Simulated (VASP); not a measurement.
# Ta in VASP: settings compared

Aim: see how the results for Ta move with the level of theory and the settings. Levels: HSE06, PBE0. Tasks: single point.

Program: VASP 6.6.1. These are calculated values, not measurements. Logs are shortened: lines on timing, memory, paths and dates and some standing lists are left out, and cuts for length are marked.

## 1. The cell of the first run

The cell holds a single atom in a box, 1 atom: a = 14.000 Å, b = 14.400 Å, c = 14.800 Å, α = 90.00°, β = 90.00°, γ = 90.00°.

## 2. Single point, HSE06, collinear spin

The input, POSCAR:

```
Ta
1.0
   14.0000000000      0.0000000000      0.0000000000
    0.0000000000     14.4000000000      0.0000000000
    0.0000000000      0.0000000000     14.8000000000
Ta
1
Direct
    0.5000000000      0.5000000000      0.5000000000
```

The input, INCAR.step1:

```
ALGO = Normal
EDIFF = 1E-5
ENCUT = 520
GGA = PE
ISIF = 2
ISMEAR = -1
ISPIN = 2
ISYM = 0
LASPH = T
LMAXMIX = 4
LORBIT = 11
LREAL = F
LWAVE = T
MAGMOM = 3
NBANDS = 16
NELM = 150
PREC = Accurate
SIGMA = 0.01
```

The input, INCAR.step2:

```
ALGO = Normal
EDIFF = 1E-6
ENCUT = 520
GGA = PE
HFSCREEN = 0.2079
ISIF = 2
ISMEAR = -1
ISPIN = 2
ISTART = 1
ISYM = 0
LASPH = T
LCHARG = T
LELF = T
LHFCALC = T
LMAXMIX = 4
LORBIT = 11
LREAL = F
LVHAR = T
LWAVE = F
MAGMOM = 3
NBANDS = 16
NELM = 150
PREC = Accurate
PRECFOCK = Normal
SIGMA = 0.01
```

The input, KPOINTS:

```
k-points
0
Gamma
  1 1 1
```

Potentials or basis: VASP PAW PBE potentials, release 64 (Ta_pv).

The run is started by

```sh
cat potpaw_PBE.64/Ta_pv/POTCAR > POTCAR
cp INCAR.step1 INCAR
mpirun -np 1 vasp_gam > vasp.out
cp INCAR.step2 INCAR
mpirun -np 1 vasp_gam > vasp.out
```

OUTCAR:

```text
EDIFF = 1E-6
   ENCUT = 520
   GGA = PE
   HFSCREEN = 0.2079
   ISIF = 2
   ISMEAR = -1
   ISPIN = 2
   ISTART = 1
   ISYM = 0
   LASPH = T
   LHFCALC = T
   LORBIT = 11
   LREAL = F
   NELM = 150
   PREC = Accurate
   PRECFOCK = Normal

 ion  position               nearest neighbor table
   1  0.500  0.500  0.500-

IMPORTANT INFORMATION: All symmetrisations will be switched off!
NOSYMM: (Re-)initialisation of all symmetry stuff for point group C_1.

----------------------------------------------------------------------------------------

                                     Primitive cell

  volume of cell :    2983.6800

  direct lattice vectors                    reciprocal lattice vectors
    14.000000000  0.000000000  0.000000000     0.071428571  0.000000000  0.000000000
     0.000000000 14.400000000  0.000000000     0.000000000  0.069444444  0.000000000
     0.000000000  0.000000000 14.800000000     0.000000000  0.000000000  0.067567568

  length of vectors
    14.000000000 14.400000000 14.800000000     0.071428571  0.069444444  0.067567568

  position of ions in fractional coordinates (direct lattice)
     0.500000000  0.500000000  0.500000000

  ion indices of the primitive-cell ions
   primitive index   ion index
                 1           1

----------------------------------------------------------------------------------------

 KPOINTS: k-points

Automatic generation of k-mesh.
 Grid dimensions read from file:
 generate k-points for:    1    1    1

 Generating k-lattice:

  Cartesian coordinates                     Fractional coordinates (reciprocal lattice)
     0.071428571  0.000000000  0.000000000     1.000000000  0.000000000  0.000000000
     0.000000000  0.069444444  0.000000000     0.000000000  1.000000000  0.000000000
     0.000000000  0.000000000  0.067567568     0.000000000  0.000000000  1.000000000

  Length of vectors
     0.071428571  0.069444444  0.067567568

  Shift w.r.t. Gamma in fractional coordinates (k-lattice)
     0.000000000  0.000000000  0.000000000

 Subroutine IBZKPT returns following result:
 ===========================================

 Found      1 irreducible k-points:

 Following reciprocal coordinates:
            Coordinates               Weight
  0.000000  0.000000  0.000000      1.000000
   k-points           NKPTS =      1   k-points in BZ     NKDIM =      1   number of bands    NBANDS=     16
[... 36 lines left out ...]
     AMIX     =   0.40;   BMIX     =  1.00
     AMIX_MAG =   1.60;   BMIX_MAG =  1.00
  volume/ion in A,a.u.               =    2983.68     20134.87
  Fermi-wavevector in a.u.,A,eV,Ry     =   0.252904  0.477918  0.870232  0.063960
  Thomas-Fermi vector in A             =   1.072337
   LORBIT       =     11    0 simple, 1 ext, 2 COOP (PROOUT), +10 PAW based schemes
   GGA     = PE    functional components
   LHFCALC =     T    Hartree Fock is set to
   PRECFOCK=normal    Normal, Fast or Accurate (Low or Medium for compatibility)
   ENCUT4O =  -1.0   cutoff for four orbital integrals eV
   NKREDX  =     1    reduce k-point grid by
   NKREDY  =     1    reduce k-point grid by
   NKREDZ  =     1    reduce k-point grid by
   AEXX    =    0.2500 exact exchange contribution
   HFSCREEN=    0.2079 screening length (either q_TF or 0.3 A-1)
   HFSCREENC=   0.2079 screening length for correlation (either q_TF or 0.3 A-1)
   ENCUTFOCK=  -1.0 apply spherical cutoff to Coloumb kernel
   IVDW    =     0    specifies the selected vdW correction
   LEPSILON=     F    determine dielectric tensor
   LRPA    =     F    only Hartree local field effects (RPA)
 spin polarized calculation
  energy-cutoff  :      520.00
  volume of cell :     2983.68
 maximum number of plane-waves:     40220
 NGX is ok and might be reduce to   108
  NGX = 80; NGY = 84; NGZ = 84

 number of electron      11.0000000 magnetization       3.0000000

 Free energy of the ion-electron system (eV)
  ---------------------------------------------------
  ext. energy  EPLUGINS =         0.00000000
  ---------------------------------------------------
  free energy    TOTEN  =        -5.90092564 eV

  energy without entropy =       -5.90092564  energy(sigma->0) =       -5.90092564

 E-fermi :  -4.5399     XC(G=0):  -0.4420

 val. band max:       -4.7704148289   @ k =   0.0000   0.0000   0.0000
 cond. band min:      -2.6862880989   @ k =   0.0000   0.0000   0.0000
 fundamental gap:      2.0841267300
 Fermi energy:        -4.5399167193

 spin component 1

 k-point     1 :       0.0000    0.0000    0.0000
  band No.  band energies     occupation
      1     -42.2039      1.00000
      2     -42.2038      1.00000
      3     -42.2037      1.00000
      4      -5.9698      1.00000
      5      -5.1455      1.00000
      6      -5.1451      1.00000
[... 8 lines left out ...]
     15       0.6073      0.00000
     16       0.6611      0.00000
 Fermi energy:        -4.5399167193

 spin component 2

 k-point     1 :       0.0000    0.0000    0.0000
  band No.  band energies     occupation
      1     -40.2650      1.00000
      2     -40.2647      1.00000
      3     -40.2643      1.00000
      4      -4.7704      1.00000
      5      -1.8034      0.00000
      6      -1.8032      0.00000
[... 8 lines left out ...]
     15       0.5881      0.00000
     16       0.6875      0.00000

------------------------ aborting loop because EDIFF is reached ----------------------------------------

  FORCE on cell =-STRESS in cart. coord.  units (eV):
  Direction    XX          YY          ZZ          XY          YZ          ZX
  --------------------------------------------------------------------------------------
  -------------------------------------------------------------------------------------
  Total       -0.0054274     -0.0048296     -0.0042654      0.0000564     -0.0001160      0.0003138
  in kB       -0.0029144     -0.0025934     -0.0022904      0.0000303     -0.0000623      0.0001685
  external PRESSURE =      -0.0025994 kB  Pullay stress =       0.0000000 kB

 VOLUME and BASIS-vectors are now :
 -----------------------------------------------------------------------------
  energy-cutoff  :      520.00
  volume of cell :     2983.68
      direct lattice vectors                 reciprocal lattice vectors
    14.000000000  0.000000000  0.000000000     0.071428571  0.000000000  0.000000000
     0.000000000 14.400000000  0.000000000     0.000000000  0.069444444  0.000000000
     0.000000000  0.000000000 14.800000000     0.000000000  0.000000000  0.067567568

 POSITION                                       TOTAL-FORCE (eV/Angst)
 -----------------------------------------------------------------------------------
      7.00000      7.20000      7.40000         0.000000     -0.000000      0.000000
 -----------------------------------------------------------------------------------
    total drift:                                0.000000     -0.000000      0.000000

  FREE ENERGIE OF THE ION-ELECTRON SYSTEM (eV)
  ---------------------------------------------------
  free  energy   TOTEN  =        -5.9009256386 eV

  energy  without entropy=       -5.9009256386  energy(sigma->0) =       -5.90092564

 total charge

# of ion       s       p       d       tot
------------------------------------------
    1        0.517   5.904   2.134   8.555

 magnetization (x)

# of ion       s       p       d       tot
------------------------------------------
    1        0.029  -0.001   2.134   2.163
```

OUTCAR.step1:

```text
EDIFF = 1E-5
   ENCUT = 520
   GGA = PE
   ISIF = 2
   ISMEAR = -1
   ISPIN = 2
   ISYM = 0
   LASPH = T
[... 200 lines left out ...]
    total drift:                                0.000002      0.000000     -0.000012

  FREE ENERGIE OF THE ION-ELECTRON SYSTEM (eV)
  ---------------------------------------------------
  free  energy   TOTEN  =        -3.5586600710 eV

  energy  without entropy=       -3.5448449025  energy(sigma->0) =       -3.55175249

 total charge

# of ion       s       p       d       tot
------------------------------------------
    1        0.528   5.903   2.091   8.522

 magnetization (x)

# of ion       s       p       d       tot
------------------------------------------
    1        0.034   0.001   2.091   2.126
```

Wall time 69 min (1 thread of Intel Xeon 8259CL, shared host); peak memory 2.9 GiB.

What came out:

```yaml
Free_energy: -5.9009 eV
Pressure: 0.0 GPa
Band_gap_on_the_k_mesh: 2.08 eV
Net_moment: 3.00 μB per cell
Site_moments: Ta +2.16 μB
Valence_electrons_inside_the_program's_atomic_spheres: Ta 8.55
```

Levels at points of the mesh, in eV from the valence-band top:
Spin up:
```
           k point  band 3  band 4  band 5  band 6  band 7  band 8  band 9  band 10  band 11  band 12
(0.00, 0.00, 0.00)  -37.43   -1.20   -0.38   -0.37   -0.37    2.08    2.08     3.51     3.51     3.51
```
Spin down:
```tsv
k point	band 1	band 2	band 3	band 4	band 5	band 6	band 7	band 8	band 9
(0.00, 0.00, 0.00)	-35.49	-35.49	-35.49	0.00	2.97	2.97	3.50	3.50	3.50
```

Caveat: the PAW data sets were made with another functional, which shifts forces and pressure a little; spin-orbit coupling is left out, which moves the levels of the heavy elements.

(Continued in part 2 of 2.)
